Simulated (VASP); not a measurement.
# Li2S (Fm-3m) in VASP: notebook, part 2 of 2

VASP 6.6.1.

**4. Single point, PBE**

This run uses another cell than the first one, of 15.59 Å³/atom, 1.028 times its volume.

INCAR reads:

```
ALGO = Normal
EDIFF = 1E-6
ENCUT = 750
GGA = PE
GGA_COMPAT = False
ISIF = 2
ISMEAR = 0
LASPH = True
LCHARG = False
LREAL = False
LWAVE = False
NBANDS = 13
NELM = 120
PREC = Accurate
SIGMA = 0.05
```

KPOINTS reads:

```
k-points
0
Gamma
  10 10 10
```

POSCAR reads:

```
Li2S
1.0
    0.0000000000      2.8596587195      2.8596587195
    2.8596587195      0.0000000000      2.8596587195
    2.8596587195      2.8596587195      0.0000000000
Li S
2 1
Direct
    0.2500000000      0.2500000000      0.2500000000
    0.7500000000      0.7500000000      0.7500000000
    0.0000000000      0.0000000000      0.0000000000
```

Potentials or basis: VASP PAW PBE potentials, release 64 (Li_sv, S).

Command:

```console
cat potpaw_PBE.64/Li_sv/POTCAR potpaw_PBE.64/S/POTCAR > POTCAR
mpirun -np 1 vasp_std > vasp.out
```

OUTCAR:

```text
EDIFF = 1E-6
   ENCUT = 750
   GGA = PE
   ISIF = 2
   ISMEAR = 0
   LASPH = True
   LREAL = False
   NELM = 120
   PREC = Accurate

 ion  position               nearest neighbor table
   1  0.250  0.250  0.250-   3 2.48   3 2.48   3 2.48   3 2.48
   2  0.750  0.750  0.750-   3 2.48   3 2.48   3 2.48   3 2.48
   3  0.000  0.000  0.000-   2 2.48   2 2.48   2 2.48   1 2.48   2 2.48   1 2.48   1 2.48   1 2.48

  LATTYP: Found a face centered cubic cell.
 ALAT       =     5.7193174390
[... 568 lines left out ...]
      9      10.1962      0.00000
     10      10.3629      0.00000
     11      11.9590      0.00000
     12      14.4944      0.00000
     13      15.5660      0.00000

 [... further k-points ...]
[... 5 lines left out ...]
  --------------------------------------------------------------------------------------
  -------------------------------------------------------------------------------------
  Total       -0.1207093     -0.1207093     -0.1207093      0.0000000      0.0000000     -0.0000000
  in kB       -4.1350311     -4.1350311     -4.1350311      0.0000000      0.0000000     -0.0000000
  external PRESSURE =      -4.1350311 kB  Pullay stress =       0.0000000 kB

 VOLUME and BASIS-vectors are now :
 -----------------------------------------------------------------------------
  energy-cutoff  :      750.00
  volume of cell :       46.77
      direct lattice vectors                 reciprocal lattice vectors
     0.000000000  2.859658720  2.859658720    -0.174846039  0.174846039  0.174846039
     2.859658720  0.000000000  2.859658720     0.174846039 -0.174846039  0.174846039
     2.859658720  2.859658720  0.000000000     0.174846039  0.174846039 -0.174846039

 POSITION                                       TOTAL-FORCE (eV/Angst)
 -----------------------------------------------------------------------------------
      1.42983      1.42983      1.42983         0.000000      0.000000      0.000000
      4.28949      4.28949      4.28949        -0.000000     -0.000000     -0.000000
      0.00000      0.00000      0.00000        -0.000000      0.000000      0.000000
 -----------------------------------------------------------------------------------
    total drift:                                0.000000      0.000000      0.000000

  FREE ENERGIE OF THE ION-ELECTRON SYSTEM (eV)
  ---------------------------------------------------
  free  energy   TOTEN  =       -11.9947204781 eV

  energy  without entropy=      -11.9947204781  energy(sigma->0) =      -11.99472048
```

stdout:

```text
POSCAR found type information on POSCAR LiS
 POSCAR found :  2 types and       3 ions
 scaLAPACK will be used
 LDA part: xc-table for (Slater+PW92), standard interpolation
 POSCAR, INCAR and KPOINTS ok, starting setup
 FFT: planning ... GRIDC
 FFT: planning ... GRID_SOFT
 FFT: planning ... GRID
 WAVECAR not read
 entering main loop
```

It took 26 s on 1 thread of Intel Xeon Platinum 8488C (Sapphire Rapids), shared host; peak memory 0.21 GiB.

What came out:

```yaml
Free_energy: -11.9947 eV
Pressure: -0.4 GPa
Band_gap_on_the_k_mesh: 3.40 eV, indirect (least direct gap 4.21 eV)
```

Levels at points of the mesh, in eV from the valence-band top:
```tsv
k point	band 2	band 3	band 4	band 5	band 6	band 7	band 8	band 9	band 10	band 11
(0.00, 0.00, 0.00)	-44.15	-11.00	0.00	0.00	0.00	4.21	6.22	6.22	6.22	11.15
(0.50, 0.00, 0.00)	-44.17	-10.57	-2.84	-0.50	-0.50	6.05	6.57	6.57	8.36	12.72
(0.50, 0.50, 0.00)	-44.16	-10.45	-2.14	-1.40	-1.40	3.40	7.05	11.01	11.01	11.98
```

**5. Single point, PBE**

This run uses another cell than the first one, of 15.48 Å³/atom, 1.020 times its volume.

INCAR reads:

```
SYSTEM = Li2S
PREC = Accurate ; ENCUT = 750
EDIFF = 1E-6 ; ISMEAR = 0
SIGMA = 0.05 ; LREAL = .False.
LASPH = .True. ; NELM = 120
ALGO = Normal ; ISIF = 2
LWAVE = .False. ; LCHARG = .True.
GGA = PE ; LELF = .True.
LVHAR = .True. ; NBANDS = 13
GGA_COMPAT = .False.
```

KPOINTS reads:

```
regular mesh
0
Gamma
  10 10 10
  0 0 0
```

POSCAR reads:

```
Li2S
1.0
    0.0000000000      2.8528728683      2.8528728683
    2.8528728683      0.0000000000      2.8528728683
    2.8528728683      2.8528728683      0.0000000000
Li S
2 1
Direct
    0.2500000000      0.2500000000      0.2500000000
    0.7500000000      0.7500000000      0.7500000000
    0.0000000000      0.0000000000      0.0000000000
```

Potentials or basis: VASP PAW PBE potentials, release 64 (Li_sv, S).

Command:

```console
cat potpaw_PBE.64/Li_sv/POTCAR potpaw_PBE.64/S/POTCAR > POTCAR
mpirun -np 1 vasp_std > vasp.out
```

OUTCAR:

```text
SYSTEM = Li2S
   PREC = Accurate
   ENCUT = 750
   EDIFF = 1E-6
   ISMEAR = 0
   LREAL = .False.
   LASPH = .True.
   NELM = 120
   ISIF = 2
   GGA = PE

 ion  position               nearest neighbor table
   1  0.250  0.250  0.250-   3 2.47   3 2.47   3 2.47   3 2.47
   2  0.750  0.750  0.750-   3 2.47   3 2.47   3 2.47   3 2.47
   3  0.000  0.000  0.000-   2 2.47   2 2.47   2 2.47   1 2.47   2 2.47   1 2.47   1 2.47   1 2.47

  LATTYP: Found a face centered cubic cell.
 ALAT       =     5.7057457366

  Lattice vectors:

 A1 = (   0.0000000000,   2.8528728683,   2.8528728683)
 A2 = (   2.8528728683,   0.0000000000,   2.8528728683)
 A3 = (   2.8528728683,   2.8528728683,   0.0000000000)

Analysis of symmetry for initial positions (statically):
=====================================================================
 Subroutine PRICEL returns:
 Original cell was already a primitive cell.

 Routine SETGRP: Setting up the symmetry group for a
 face centered cubic supercell.

 Subroutine GETGRP returns: Found 48 space group operations
 (whereof 48 operations were pure point group operations)
 out of a pool of 48 trial point group operations.

The static configuration has the point symmetry O_h .

Analysis of symmetry for dynamics (positions and initial velocities):
=====================================================================
 Subroutine PRICEL returns:
 Original cell was already a primitive cell.

 Routine SETGRP: Setting up the symmetry group for a
 face centered cubic supercell.

 Subroutine GETGRP returns: Found 48 space group operations
 (whereof 48 operations were pure point group operations)
 out of a pool of 48 trial point group operations.

The dynamic configuration has the point symmetry O_h .

 Subroutine INISYM returns: Found 48 space group operations
 (whereof 48 operations are pure point group operations),
 and found     1 'primitive' translations

----------------------------------------------------------------------------------------

                                     Primitive cell
[... 118 lines left out ...]
   GGA     = PE    functional components
   LHFCALC =     F    Hartree Fock is set to
   AEXX    =    0.0000 exact exchange contribution
   IVDW    =     0    specifies the selected vdW correction
   LEPSILON=     F    determine dielectric tensor
   LRPA    =     F    only Hartree local field effects (RPA)
 non-spin polarized calculation
 Gauss-broadening in eV      SIGMA  =   0.05
  energy-cutoff  :      750.00
  volume of cell :       46.44
 maximum number of plane-waves:      2200
   NGX = 17   NGY = 17   NGZ = 17

 number of electron      11.9999999 magnetization

 Free energy of the ion-electron system (eV)
  ---------------------------------------------------
  ext. energy  EPLUGINS =         0.00000000
  ---------------------------------------------------
  free energy    TOTEN  =       -11.99506437 eV

  energy without entropy =      -11.99506437  energy(sigma->0) =      -11.99506437

 E-fermi :   1.7701     XC(G=0):  -8.4923

 val. band max:        1.4377115526   @ k =   0.0000   0.0000   0.0000
 cond. band min:       4.8304910021   @ k =   0.5000   0.5000   0.0000
 fundamental gap:      3.3927794495
 Fermi energy:         1.7701064039

 k-point     1 :       0.0000    0.0000    0.0000
  band No.  band energies     occupation
      1     -42.7409      2.00000
      2     -42.6991      2.00000
      3      -9.5763      2.00000
      4       1.4377      2.00000
      5       1.4377      2.00000
      6       1.4377      2.00000
      7       5.6868      0.00000
      8       7.6662      0.00000
      9       7.6662      0.00000
     10       7.6662      0.00000
     11      12.6069      0.00000
     12      12.6069      0.00000
     13      13.8451      0.00000
[... 354 lines left out ...]
  band No.  band energies     occupation
      1     -42.7283      2.00000
      2     -42.7100      2.00000
      3      -9.1371      2.00000
      4      -0.5103      2.00000
      5       0.2420      2.00000
      6       0.2993      2.00000
      7       5.6748      0.00000
      8       8.4910      0.00000
      9      10.2732      0.00000
     10      10.4324      0.00000
     11      12.0575      0.00000
     12      14.5666      0.00000
     13      15.6636      0.00000

 [... further k-points ...]
[... 5 lines left out ...]
  --------------------------------------------------------------------------------------
  -------------------------------------------------------------------------------------
  Total       -0.0374231     -0.0374231     -0.0374231      0.0000000      0.0000000      0.0000000
  in kB       -1.2911403     -1.2911403     -1.2911403      0.0000000      0.0000000      0.0000000
  external PRESSURE =      -1.2911403 kB  Pullay stress =       0.0000000 kB

 VOLUME and BASIS-vectors are now :
 -----------------------------------------------------------------------------
  energy-cutoff  :      750.00
  volume of cell :       46.44
      direct lattice vectors                 reciprocal lattice vectors
     0.000000000  2.852872868  2.852872868    -0.175261928  0.175261928  0.175261928
     2.852872868  0.000000000  2.852872868     0.175261928 -0.175261928  0.175261928
     2.852872868  2.852872868  0.000000000     0.175261928  0.175261928 -0.175261928

 POSITION                                       TOTAL-FORCE (eV/Angst)
 -----------------------------------------------------------------------------------
      1.42644      1.42644      1.42644        -0.000000     -0.000000      0.000000
      4.27931      4.27931      4.27931         0.000000      0.000000     -0.000000
      0.00000      0.00000      0.00000         0.000000      0.000000      0.000000
 -----------------------------------------------------------------------------------
    total drift:                                0.000000      0.000000      0.000000

  FREE ENERGIE OF THE ION-ELECTRON SYSTEM (eV)
  ---------------------------------------------------
  free  energy   TOTEN  =       -11.9950643706 eV

  energy  without entropy=      -11.9950643706  energy(sigma->0) =      -11.99506437
```

OSZICAR:

```text
N       E                     dE             d eps       ncg     rms          rms(c)
DAV:   1     0.566215878701E+02    0.56622E+02   -0.64411E+03  1222   0.114E+03
DAV:   2    -0.411251194874E+01   -0.60734E+02   -0.57498E+02  1443   0.232E+02
DAV:   3    -0.121063875232E+02   -0.79939E+01   -0.79436E+01  2360   0.535E+01
DAV:   4    -0.122917827091E+02   -0.18540E+00   -0.18533E+00  1568   0.116E+01
DAV:   5    -0.122983565371E+02   -0.65738E-02   -0.65735E-02  2010   0.153E+00    0.387E+00
DAV:   6    -0.119997220121E+02    0.29863E+00   -0.50820E-01  1533   0.285E+00    0.289E+00
DAV:   7    -0.119842704219E+02    0.15452E-01   -0.13608E-01  1742   0.165E+00    0.179E+00
DAV:   8    -0.119954204406E+02   -0.11150E-01   -0.27588E-02  1599   0.927E-01    0.758E-01
DAV:   9    -0.119948671762E+02    0.55326E-03   -0.95695E-04  1664   0.185E-01    0.465E-01
DAV:  10    -0.119950928235E+02   -0.22565E-03   -0.15820E-03  1387   0.192E-01    0.272E-01
DAV:  11    -0.119950624593E+02    0.30364E-04   -0.10201E-04  1759   0.640E-02    0.100E-01
DAV:  12    -0.119950643801E+02   -0.19208E-05   -0.27991E-06  1567   0.128E-02    0.736E-02
DAV:  13    -0.119950643298E+02    0.50314E-07   -0.12601E-05  1534   0.168E-02    0.383E-03
DAV:  14    -0.119950643706E+02   -0.40830E-07   -0.45352E-07  1062   0.584E-03
   1 F= -.11995064E+02 E0= -.11995064E+02  d E =-.542092E-23
```

stdout:

```text
POSCAR found type information on POSCAR LiS
 POSCAR found :  2 types and       3 ions
 scaLAPACK will be used
 LDA part: xc-table for (Slater+PW92), standard interpolation
 POSCAR, INCAR and KPOINTS ok, starting setup
 FFT: planning ... GRIDC
 FFT: planning ... GRID_SOFT
 FFT: planning ... GRID
 WAVECAR not read
 entering main loop
```

Wall time 25 s (1 thread of Intel Xeon Platinum 8488C (Sapphire Rapids), shared host); peak memory 0.21 GiB.

Results:

- Free energy: -11.9951 eV
- Pressure: -0.1 GPa
- Band gap on the k mesh: 3.39 eV, indirect (least direct gap 4.25 eV)

A k mesh can miss the band edges. Expect the measured gap to be larger: semilocal functionals such as PBE lack the derivative discontinuity.

**6. Single point, PBE**

This run uses another cell than the first one, of 15.48 Å³/atom, 1.020 times its volume.

INCAR reads:

```
PREC = Accurate
ENCUT = 750
EDIFF = 1E-6
ISMEAR = 0
SIGMA = 0.05
LREAL = F
LASPH = T
NELM = 120
ALGO = Normal
ISIF = 2
LWAVE = F
LCHARG = F
GGA = PE
NBANDS = 13
GGA_COMPAT = F
```

KPOINTS reads:

```
regular mesh
0
Gamma
  10 10 10
```

POSCAR is that of step 5.

Potentials or basis: VASP PAW PBE potentials, release 64 (Li_sv, S).

Command:

```console
cat potpaw_PBE.64/Li_sv/POTCAR potpaw_PBE.64/S/POTCAR > POTCAR
mpirun -np 1 vasp_std > vasp.out
```

It took 23 s on 1 thread of Intel Xeon Platinum 8488C (Sapphire Rapids), shared host; peak memory 0.21 GiB.

The run converged. Its results:

| Property | Result |
| --- | --- |
| Free energy | -11.9951 eV |
| Pressure | -0.1 GPa |
| Band gap on the k mesh | 3.39 eV, indirect (least direct gap 4.25 eV) |

Levels at points of the mesh, in eV from the valence-band top:
| k point | band 4 | band 5 | band 6 | band 7 | band 8 | band 9 |
| --- | --- | --- | --- | --- | --- | --- |
| (0.00, 0.00, 0.00) | 0.00 | 0.00 | 0.00 | 4.25 | 6.23 | 6.23 |
| (0.50, 0.00, 0.00) | -2.86 | -0.50 | -0.50 | 6.08 | 6.57 | 6.57 |
| (0.50, 0.50, 0.00) | -2.16 | -1.41 | -1.41 | 3.39 | 7.07 | 11.06 |

**7. Overview**

```tsv
cell	gap on the mesh (eV)	pressure (GPa)
a = 4.007 Å, angles 60.0°, 3 atoms	3.38	0.7
a = 3.980 Å, angles 60.0°, 3 atoms	3.36	1.7
a = 4.044 Å, angles 60.0°, 3 atoms	3.40	-0.4
a = 4.035 Å, angles 60.0°, 3 atoms	3.39	-0.1
```

Alike in all rows: task single point; level PBE; potentials or basis VASP PAW PBE potentials, release 64 (Li_sv, S); no spin polarisation; k mesh 10 × 10 × 10; cutoff (eV) 750; smearing gaussian 0.05 eV.

Absolute energies hang on the potentials; compare differences alone.
